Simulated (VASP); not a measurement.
# AlN (F-43m) in VASP: further runs

Aim: see how the results for AlN move with the level of theory and the settings. Levels: PBE+D3(BJ), BLYP+D4, B3LYP. Tasks: single point, relaxation of cell and atoms.

Everything below comes from runs of VASP 6.6.1. Logs are shortened: lines on timing, memory, paths and dates and some standing lists are left out, and cuts for length are marked.

### 1 The cell of the first run

The structure is cubic, space group F-43m (No. 216). The conventional cell has a = 4.372 Å, b = 4.372 Å, c = 4.372 Å, α = 90.00°, β = 90.00°, γ = 90.00°. Within 2.5 Å of Al (site symmetry -43m) lie 4 N at 1.89 Å. Within 2.5 Å of N (site symmetry -43m) lie 4 Al at 1.89 Å.

### 2 Single point, PBE+D3(BJ)

Contents of INCAR:

```
SYSTEM = AlN
PREC     = Accurate       ! precision mode
ENCUT    = 520            ! plane-wave cutoff, eV
EDIFF    = 1E-6           ! SCF threshold, eV
ISMEAR   = -1             ! smearing method
SIGMA    = 0.05           ! smearing width, eV
LREAL    = .FALSE.        ! projectors in reciprocal space
LASPH    = .TRUE.         ! aspherical terms in the spheres
NELM     = 100            ! most SCF steps
ALGO     = Normal         ! electronic algorithm
ISIF     = 2              ! what is computed and relaxed
LWAVE    = .FALSE.        ! write WAVECAR
LCHARG   = .FALSE.        ! write CHGCAR
GGA      = PE             ! functional
IVDW     = 12             ! dispersion correction
NBANDS   = 11             ! bands
```

Contents of KPOINTS:

```
regular mesh
0
G
  10 10 10
  0 0 0
```

Contents of POSCAR:

```
AlN
1.0
    0.0000000000      2.1857737825      2.1857737825
    2.1857737825      0.0000000000      2.1857737825
    2.1857737825      2.1857737825      0.0000000000
Al N
1 1
Direct
    0.0000000000      0.0000000000      0.0000000000
    0.2500000000      0.2500000000      0.2500000000
```

Potentials or basis: VASP PAW PBE potentials, release 64 (Al, N).

Launch:

```sh
$ cat potpaw_PBE.64/Al/POTCAR potpaw_PBE.64/N/POTCAR > POTCAR
$ mpirun -np 1 vasp_std > vasp.out
```

OUTCAR:

```text
SYSTEM = AlN
   PREC = Accurate
   ENCUT = 520
   EDIFF = 1E-6
   ISMEAR = -1
   LREAL = .FALSE.
   LASPH = .TRUE.
   NELM = 100
   ISIF = 2
   GGA = PE
   IVDW = 12
 IVDW          = 12

 ion  position               nearest neighbor table
   1  0.000  0.000  0.000-   2 1.89   2 1.89   2 1.89   2 1.89
   2  0.250  0.250  0.250-   1 1.89   1 1.89   1 1.89   1 1.89

  LATTYP: Found a face centered cubic cell.
 ALAT       =     4.3715475650

  Lattice vectors:

 A1 = (   0.0000000000,   2.1857737825,   2.1857737825)
 A2 = (   2.1857737825,   0.0000000000,   2.1857737825)
 A3 = (   2.1857737825,   2.1857737825,   0.0000000000)

Analysis of symmetry for initial positions (statically):
=====================================================================
 Subroutine PRICEL returns:
 Original cell was already a primitive cell.

 Routine SETGRP: Setting up the symmetry group for a
 face centered cubic supercell.

 Subroutine GETGRP returns: Found 24 space group operations
 (whereof 24 operations were pure point group operations)
 out of a pool of 48 trial point group operations.

The static configuration has the point symmetry T_d .

Analysis of symmetry for dynamics (positions and initial velocities):
=====================================================================
 Subroutine PRICEL returns:
 Original cell was already a primitive cell.

 Routine SETGRP: Setting up the symmetry group for a
 face centered cubic supercell.

 Subroutine GETGRP returns: Found 24 space group operations
 (whereof 24 operations were pure point group operations)
 out of a pool of 48 trial point group operations.

The dynamic configuration has the point symmetry T_d .

 Subroutine INISYM returns: Found 24 space group operations
 (whereof 24 operations are pure point group operations),
 and found     1 'primitive' translations

----------------------------------------------------------------------------------------

                                     Primitive cell

  volume of cell :      20.8855

  direct lattice vectors                    reciprocal lattice vectors
     0.000000000  2.185773783  2.185773783    -0.228751943  0.228751943  0.228751943
     2.185773783  0.000000000  2.185773783     0.228751943 -0.228751943  0.228751943
     2.185773783  2.185773783  0.000000000     0.228751943  0.228751943 -0.228751943

  length of vectors
     3.091150927  3.091150927  3.091150927     0.396209988  0.396209988  0.396209988

  position of ions in fractional coordinates (direct lattice)
     0.000000000  0.000000000  0.000000000
     0.250000000  0.250000000  0.250000000
[... 86 lines left out ...]
   TEBEG  =    0.0;   TEEND  =   0.0 temperature during run
   PSTRESS=    0.0 pullay stress
   NELECT =       8.0000    total number of electrons
   NUPDOWN=      -1.0000    fix difference up-down
   EMIN   =  10.00;   EMAX   =-10.00  energy-range for DOS
   EFERMI =   0.00;   METHOD = LEGACY
   ISMEAR =    -1;   SIGMA  =   0.05  broadening in eV -4-tet -1-fermi 0-gaus
   EFERMI_NEDOS =   21; number of points for ismear=-14 and -15
   IALGO  =     38    algorithm
   IMIX   =      4    mixing-type and parameters
     AMIX     =   0.40;   BMIX     =  1.00
     AMIX_MAG =   1.60;   BMIX_MAG =  1.00
  volume/ion in A,a.u.               =      10.44        70.47
  Fermi-wavevector in a.u.,A,eV,Ry     =   1.188930  2.246752 19.232577  1.413555
  Thomas-Fermi vector in A             =   2.325049
   LORBIT       =      0    0 simple, 1 ext, 2 COOP (PROOUT), +10 PAW based schemes
   GGA     = PE    functional components
   LHFCALC =     F    Hartree Fock is set to
   AEXX    =    0.0000 exact exchange contribution
   IVDW    =    12    specifies the selected vdW correction
   LEPSILON=     F    determine dielectric tensor
   LRPA    =     F    only Hartree local field effects (RPA)
 non-spin polarized calculation
  energy-cutoff  :      520.00
  volume of cell :       20.89
 maximum number of plane-waves:       588
   NGX = 11   NGY = 11   NGZ = 11

 number of electron       8.0000000 magnetization

 Free energy of the ion-electron system (eV)
  ---------------------------------------------------
  ext. energy  EPLUGINS =         0.00000000
  ---------------------------------------------------
  free energy    TOTEN  =       -14.84186139 eV

  energy without entropy =      -14.84186139  energy(sigma->0) =      -14.84186139

 E-fermi :   7.0738     XC(G=0): -10.9230

 val. band max:        5.9469725499   @ k =   0.0000   0.0000   0.0000
 cond. band min:       9.2634226969   @ k =   0.5000   0.5000   0.0000
 fundamental gap:      3.3164501469
 Fermi energy:         7.0738227457

 k-point     1 :       0.0000    0.0000    0.0000
  band No.  band energies     occupation
      1      -9.0196      2.00000
      2       5.9470      2.00000
      3       5.9470      2.00000
      4       5.9470      2.00000
      5      10.1212      0.00000
      6      18.4831      0.00000
      7      18.4831      0.00000
      8      18.4831      0.00000
      9      23.6161      0.00000
     10      23.6161      0.00000
     11      25.0132      0.00000
[... 309 lines left out ...]
 k-point    24 :       0.4000    0.3000    0.0000
  band No.  band energies     occupation
      1      -7.0194      2.00000
      2       1.8036      2.00000
      3       4.2484      2.00000
      4       4.5464      2.00000
      5      10.8573      0.00000
      6      15.4661      0.00000
      7      18.1705      0.00000
      8      20.5089      0.00000
      9      21.0168      0.00000
     10      27.2322      0.00000
     11      29.4695      0.00000

 [... further k-points ...]

------------------------ aborting loop because EDIFF is reached ----------------------------------------

 Edisp (eV)   -0.53803

 E8    (eV) :    -0.2104

  FORCE on cell =-STRESS in cart. coord.  units (eV):
  Direction    XX          YY          ZZ          XY          YZ          ZX
  --------------------------------------------------------------------------------------
  -------------------------------------------------------------------------------------
  Total      -0.02246    -0.02246    -0.02246     0.00000    -0.00000     0.00000
  in kB      -1.72267    -1.72267    -1.72267     0.00000    -0.00000     0.00000
  external pressure =       -1.72 kB  Pullay stress =        0.00 kB

 VOLUME and BASIS-vectors are now :
 -----------------------------------------------------------------------------
  energy-cutoff  :      520.00
  volume of cell :       20.89
      direct lattice vectors                 reciprocal lattice vectors
     0.000000000  2.185773783  2.185773783    -0.228751943  0.228751943  0.228751943
     2.185773783  0.000000000  2.185773783     0.228751943 -0.228751943  0.228751943
     2.185773783  2.185773783  0.000000000     0.228751943  0.228751943 -0.228751943

 POSITION                                       TOTAL-FORCE (eV/Angst)
 -----------------------------------------------------------------------------------
      0.00000      0.00000      0.00000        -0.000000     -0.000000     -0.000000
      1.09289      1.09289      1.09289         0.000000      0.000000      0.000000
 -----------------------------------------------------------------------------------
    total drift:                                0.000000      0.000000      0.000000

  FREE ENERGIE OF THE ION-ELECTRON SYSTEM (eV)
  ---------------------------------------------------
  free  energy   TOTEN  =       -15.3798953117 eV

  energy  without entropy=      -15.3798953117  energy(sigma->0) =      -15.37989531
```

OSZICAR:

```text
N       E                     dE             d eps       ncg     rms          rms(c)
DAV:   1     0.119379880974E+02    0.11938E+02   -0.38719E+03  1050   0.603E+02
DAV:   2    -0.162438703578E+02   -0.28182E+02   -0.27363E+02  1209   0.139E+02
DAV:   3    -0.172125579712E+02   -0.96869E+00   -0.96733E+00  1278   0.246E+01
DAV:   4    -0.172176341754E+02   -0.50762E-02   -0.50758E-02  1172   0.194E+00
DAV:   5    -0.172176954221E+02   -0.61247E-04   -0.61245E-04  1264   0.207E-01    0.861E+00
DAV:   6    -0.148516786922E+02    0.23660E+01   -0.11866E+01  1218   0.173E+01    0.282E+00
DAV:   7    -0.148483501015E+02    0.33286E-02   -0.17113E-01  1139   0.323E+00    0.206E+00
DAV:   8    -0.148432754624E+02    0.50746E-02   -0.28660E-02  1124   0.159E+00    0.586E-01
DAV:   9    -0.148418049247E+02    0.14705E-02   -0.42303E-03  1253   0.385E-01    0.233E-01
DAV:  10    -0.148418485903E+02   -0.43666E-04   -0.41523E-04  1112   0.132E-01    0.211E-02
DAV:  11    -0.148418615075E+02   -0.12917E-04   -0.12389E-05  1211   0.264E-02    0.162E-02
DAV:  12    -0.148418613891E+02    0.11842E-06   -0.38327E-07   703   0.475E-03
   1 F= -.15379895E+02 E0= -.15379895E+02  d E =-.803651E-11
```

Run time: 13 s. Hardware: 1 thread of Intel Xeon 8259CL, shared host; peak memory 0.14 GiB.

Results:

```
Free energy                : -15.3799 eV
Pressure                   : -0.2 GPa
Band gap on the k mesh     : 3.32 eV (least direct gap 4.17 eV)
Dispersion energy per atom : -0.269 eV
```

Levels at points of the mesh, in eV from the valence-band top:
| k point | band 1 | band 2 | band 3 | band 4 | band 5 | band 6 | band 7 | band 8 | band 9 |
| --- | --- | --- | --- | --- | --- | --- | --- | --- | --- |
| (0.00, 0.00, 0.00) | -14.97 | 0.00 | 0.00 | 0.00 | 4.17 | 12.54 | 12.54 | 12.54 | 17.67 |
| (0.50, 0.00, 0.00) | -12.93 | -5.84 | -0.48 | -0.48 | 7.36 | 9.85 | 11.13 | 11.13 | 17.96 |
| (0.50, 0.50, 0.00) | -12.29 | -4.89 | -1.77 | -1.77 | 3.32 | 8.60 | 13.92 | 15.70 | 15.70 |

A k mesh can miss the band edges.

(Continued in part 2 of 3.)
